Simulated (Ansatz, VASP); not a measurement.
**One calculation of TeAs2S2, two programs**

POSCAR

```
TeAs2S2
1.0
    1.8832665107      1.0873044269      9.2682243719
   -1.8832665107      1.0873044269      9.2682243719
    0.0000000000     -2.1746088538      9.2682243719
As S Te
2 2 1
Direct
    0.4041420242      0.4041420242      0.4041420242
    0.5958579758      0.5958579758      0.5958579758
    0.2162241303      0.2162241303      0.2162241303
    0.7837758697      0.7837758697      0.7837758697
    0.0000000000      0.0000000000      0.0000000000
```

INCAR.step1

```
PREC     = Accurate       # precision mode
ENCUT    = 520            # plane-wave cutoff, eV
ISMEAR   = 0              # smearing method
SIGMA    = 0.01           # smearing width, eV
LREAL    = False          # projectors in reciprocal space
LASPH    = True           # aspherical terms in the spheres
NELM     = 100            # most SCF steps
NBANDS   = 22             # bands
GGA      = PE             # functional
ALGO     = Normal         # electronic algorithm
EDIFF    = 1E-4           # SCF threshold, eV
LWAVE    = True           # write WAVECAR
LCHARG   = False          # write CHGCAR
```

The input INCAR.step2:

```
PREC     = Accurate       # precision mode
ENCUT    = 520            # plane-wave cutoff, eV
EDIFF    = 1E-6           # SCF threshold, eV
ISMEAR   = 0              # smearing method
SIGMA    = 0.01           # smearing width, eV
LREAL    = False          # projectors in reciprocal space
LASPH    = True           # aspherical terms in the spheres
NELM     = 100            # most SCF steps
ALGO     = Normal         # electronic algorithm
ISIF     = 2              # what is computed and relaxed
LWAVE    = False          # write WAVECAR
LCHARG   = False          # write CHGCAR
METAGGA  = R2SCAN         # meta-GGA
LMIXTAU  = True         
NBANDS   = 22             # bands
ISTART   = 1
```

The input KPOINTS:

```
regular mesh
0
Gamma
  8 8 8
```

Input for Ansatz:

```yaml
crystal:
  lattice:
    - [1.8832665107, 1.0873044269, 9.2682243719]
    - [-1.8832665107, 1.0873044269, 9.2682243719]
    - [0.0, -2.1746088538, 9.2682243719]
  atoms:
    - { symbol: As, position: [0.4041420242, 0.4041420242, 0.4041420242] }
    - { symbol: As, position: [0.5958579758, 0.5958579758, 0.5958579758] }
    - { symbol: S, position: [0.2162241303, 0.2162241303, 0.2162241303] }
    - { symbol: S, position: [0.7837758697, 0.7837758697, 0.7837758697] }
    - { symbol: Te, position: [0.0, 0.0, 0.0] }
kpoints:
  mp_grid: { grid: [8, 8, 8] }
  band_path:
    path:
      - [0.0, 0.0, 0.0]
      - [0.5, 0.5, 0.5]
      - [0.8241580819, 0.1758419181, 0.5]
      - [0.5, -0.1758419181, 0.1758419181]
      - [0.5, 0.0, 0.0]
      - [0.3379209591, -0.3379209591, 0.0]
      - [0.6620790409, 0.0, 0.3379209591]
      - [0.5, 0.0, 0.5]
      - [0.348958, 0.455729, 0.458333]
      - [0.33724, 0.454427, 0.454427]
      - [0.375, -0.5, -0.5]
    npoints: 1
hamiltonian:
  xc: r2scan
scf:
  occupations: { method: fixed }
  n_extra_bands: 5
output:
  forces: true
  stress: true
  eigenvalues: true
```

Alike in both runs: task single point; functional r2SCAN; k mesh 8 × 8 × 8; no spin polarisation.

```csv
,VASP,Ansatz
version,VASP 6.6.1,Ansatz 0.2.0
potentials or method,"VASP PAW PBE potentials, release 64 (As, S, Te)","plane waves, PAW"
plane-wave cutoff (eV),520,500
occupations,"gaussian, width 0.01 eV",fixed
valence electrons in the cell,28,58
```

```tsv
	VASP	Ansatz	Ansatz less VASP
gap on the k mesh at the Fermi level (eV)	0.73	0.73	-0.003
pressure (GPa)	0.8	0.9	+0.11
rms of the force components (eV/Å)	0.017	0.015	-0.0026
```

VASP's potentials were made for PBE, not for r2SCAN. Atom by atom the forces differ by 0.003 eV/Å (rms over components). VASP's potentials hold 28 valence electrons a cell and Ansatz's 58, so a difference there can come from the potentials and not from the codes.

Spin-orbit coupling is off throughout.
